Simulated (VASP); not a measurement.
Write the native input for VASP 6.6.1 that does the following.

| Property | Result |
| --- | --- |
| Task | single point |
| Functional | r2SCAN |
| Potentials or basis | VASP PAW PBE potentials, release 64 (Pt_sv_GW) |
| Cutoff | 550 eV |
| k mesh | 12 × 12 × 12 |
| Occupations | fermi-dirac, width 0.05 eV |
| Spin | no spin polarisation |
| Dipole correction | no |
| Second run | valence_matched |
| Further INCAR settings | ALGO = Normal; EDIFF = 1e-06; NBANDS = 15 |

Pt:

```xyz
1
Lattice="-1.6051 1.6051 1.6051 1.6051 -1.6051 1.6051 1.6051 1.6051 -1.6051" Properties=species:S:1:pos:R:3 pbc="T T T"
Pt    0.0000    0.0000    0.0000
```

These files were run (other wordings do the same):

POSCAR

```
Pt
1.0
   -1.6050673907      1.6050673907      1.6050673907
    1.6050673907     -1.6050673907      1.6050673907
    1.6050673907      1.6050673907     -1.6050673907
Pt
1
Direct
    0.0000000000      0.0000000000      0.0000000000
```

INCAR.step1

```
  PREC = Accurate
  ENCUT = 550
  ISMEAR = -1
  SIGMA = 0.05
  LREAL = F
  LASPH = T
  NELM = 120
  NBANDS = 15
  GGA = PE
  ALGO = Normal
  EDIFF = 1E-5
  LWAVE = T
  LCHARG = F
  GGA_COMPAT = F
```

INCAR.step2

```
  PREC = Accurate
  ENCUT = 550
  EDIFF = 1E-6
  ISMEAR = -1
  SIGMA = 0.05
  LREAL = F
  LASPH = T
  NELM = 120
  ALGO = Normal
  ISIF = 2
  LWAVE = F
  LCHARG = F
  METAGGA = R2SCAN
  LMIXTAU = T
  NBANDS = 15
  ISTART = 1
  GGA_COMPAT = F
```

KPOINTS

```
regular mesh
0
Gamma
  12 12 12
```

Potentials or basis: VASP PAW PBE potentials, release 64 (Pt_sv_GW).

Run with:

```bash
$ cat potpaw_PBE.64/Pt_sv_GW/POTCAR > POTCAR
$ cp INCAR.step1 INCAR
$ mpirun -np 1 vasp_std > vasp.out
$ cp INCAR.step2 INCAR
$ mpirun -np 1 vasp_std > vasp.out
```

It gave:

```yaml
Pressure: -16.5 GPa
Band_gap_on_the_k_mesh: zero (band 9 reaches 9.66 eV, above the bottom of band 10 at 7.52 eV)
```

Caveat: the PAW data sets were made with another functional, which shifts forces and pressure a little; spin-orbit coupling is left out, which moves the levels of the heavy elements.

It took 41 s on 1 thread of AMD EPYC 9R45 96-Core Processor (Zen 5), on a shared host, peak memory 0.13 GiB.
